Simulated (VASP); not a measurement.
# Ca (P6_3/mmc) in VASP: further runs, part 2 of 2

VASP 6.6.1. The steps go on from the part before.

## 3. Electric field gradients, PBEsol

This run uses another cell than the first one, of 44.72 Å³/atom, 1.042 times its volume.

Contents of INCAR:

```
SYSTEM = Ca
PREC = Accurate ; ENCUT = 520
EDIFF = 1E-8 ; ISMEAR = -1
SIGMA = 0.08 ; LREAL = .False.
LASPH = .True. ; NELM = 60
ALGO = Normal ; ISIF = 2
LWAVE = .False. ; LCHARG = .False.
GGA = PS ; LEFG = .True.
NBANDS = 17
```

Contents of KPOINTS:

```
regular mesh
0
Gamma
  10 10 5
  0 0 0
```

Contents of POSCAR:

```
Ca
1.0
    3.9799995206      0.0000000000      0.0000000000
   -1.9899997603      3.4467806919      0.0000000000
    0.0000000000      0.0000000000      6.5200000000
Ca
2
Direct
    0.3333333333      0.6666666667      0.2500000000
    0.6666666667      0.3333333333      0.7500000000
```

Potentials or basis: VASP PAW PBE potentials, release 64 (Ca_sv).

Command:

```sh
> cat potpaw_PBE.64/Ca_sv/POTCAR > POTCAR
> mpirun -np 1 vasp_std > vasp.out
```

OUTCAR:

```text
SYSTEM = Ca
   PREC = Accurate
   ENCUT = 520
   EDIFF = 1E-8
   ISMEAR = -1
   LREAL = .False.
   LASPH = .True.
   NELM = 60
   ISIF = 2
   GGA = PS

 ion  position               nearest neighbor table
   1  0.333  0.667  0.250-
   2  0.667  0.333  0.750-

  LATTYP: Found a hexagonal cell.
 ALAT       =     3.9799995206
 C/A-ratio  =     1.6381911521

  Lattice vectors:

 A1 = (   3.9799995206,   0.0000000000,   0.0000000000)
[... 693 lines left out ...]

  FREE ENERGIE OF THE ION-ELECTRON SYSTEM (eV)
  ---------------------------------------------------
  free  energy   TOTEN  =        -4.2518419379 eV

  energy  without entropy=       -4.1956991043  energy(sigma->0) =       -4.22377052

 Electric field gradients (V/A^2)
---------------------------------------------------------------------
 ion       V_xx      V_yy      V_zz      V_xy      V_xz      V_yz
---------------------------------------------------------------------
   1       1.841     1.840    -3.681    -0.000     0.000    -0.000
   2       1.841     1.840    -3.681    -0.000    -0.000     0.000
---------------------------------------------------------------------

 Electric field gradients after diagonalization (V/A^2)
 (convention: |V_zz| > |V_xx| > |V_yy|)
----------------------------------------------------------------------
 ion       V_xx      V_yy      V_zz     asymmetry (V_yy - V_xx)/ V_zz
----------------------------------------------------------------------
   1       1.841     1.840    -3.681       0.000
   2       1.841     1.840    -3.681       0.000
----------------------------------------------------------------------

           NMR quadrupolar parameters

 Cq : quadrupolar parameter    Cq=e*Q*V_zz/h
 eta: asymmetry parameters     (V_yy - V_xx)/ V_zz
 Q  : nuclear electric quadrupole moment in mb (millibarn)
----------------------------------------------------------------------
 ion       Cq(MHz)       eta       Q (mb)
----------------------------------------------------------------------
   1      -0.009       0.000       1.000
   2      -0.009       0.000       1.000
----------------------------------------------------------------------
```

stdout:

```text
POSCAR found type information on POSCAR Ca
 POSCAR found :  1 types and       2 ions
 scaLAPACK will be used
 -----------------------------------------------------------------------------
|                                                                             |
|                                                                             |
|     You enforced a specific xc type in the INCAR file but a different       |
|     I HOPE YOU KNOW WHAT YOU ARE DOING!                                     |
|                                                                             |
 -----------------------------------------------------------------------------

 LDA part: xc-table for (Slater+PW92), standard interpolation
 POSCAR, INCAR and KPOINTS ok, starting setup
 FFT: planning ... GRIDC
 FFT: planning ... GRID_SOFT
 FFT: planning ... GRID
 WAVECAR not read
 entering main loop
ion   1

ion   2
```

Wall time 42 s (1 thread of Intel Xeon Platinum 8488C (Sapphire Rapids), shared host); peak memory 0.22 GiB.

Results:

- Free energy: -4.2518 eV
- Pressure: -1.4 GPa
- Band gap on the k mesh: zero (band 10 reaches 1.84 eV, above the bottom of band 11 at 1.46 eV)

Levels at points of the mesh, in eV from the Fermi level:
```csv
k point,band 8,band 9,band 10,band 11,band 12,band 13
"(0.00, 0.00, 0.00)",-23.00,-3.97,-1.04,-0.25,2.18,2.20
"(0.50, 0.00, 0.00)",-23.03,-1.13,-0.71,0.24,0.38,1.31
```

Electric field gradients, principal values (V/Å²):
```
atom  least  middle  greatest (by size)
1 Ca  1.840   1.841              -3.681
2 Ca  1.840   1.841              -3.681
```

Caveat: without QUAD_EFG the Cq values of the log hold for a quadrupole moment of 1 mb, not for the nuclei; the PAW data sets were made with another functional, which shifts forces and pressure a little.
